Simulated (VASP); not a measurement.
SrC2, 3 atoms in the cell. It takes space group R-3m (No. 166, trigonal). Conventional cell: a = 4.632 Å, b = 4.632 Å, c = 6.366 Å, α = 90.00°, β = 90.00°, γ = 120.00°. Sr (site symmetry -3m) has 14 C at 2.60 to 3.14 Å within 3.4 Å. C (site symmetry 3m) has 1 C at 1.17 Å within 1.6 Å.  This cell differs from its parent crystal: strain -0.080 along x and y, -0.080 along z.

```yaml
Program: VASP 6.6.1
Task: single point
Functional: LDA
Potentials_or_basis: VASP PAW LDA potentials, release 64 (Sr_sv, C)
Cutoff: 520 eV
k_mesh: 9 × 9 × 9
Occupations: gaussian, width 0.05 eV
Spin: no spin polarisation
Dipole_correction: no
Further_INCAR_settings: ALGO = Normal; EDIFF = 1e-06; NBANDS = 16
```

Potentials or basis: VASP PAW LDA potentials, release 64 (Sr_sv, C).

The run is started by

```sh
$ cat potpaw_LDA.64/Sr_sv/POTCAR potpaw_LDA.64/C/POTCAR > POTCAR
$ mpirun -np 1 vasp_std > vasp.out
```

Hardware: 1 thread of Intel(R) Xeon(R) Platinum 8488C (Sapphire Rapids), on a shared host.

**Question.** Estimate the wall time of this run.

**Answer.** It took 27 s on 1 thread of Intel(R) Xeon(R) Platinum 8488C (Sapphire Rapids) (shared host), peak memory 0.17 GiB. Counts: scf iterations 14, k points 85.
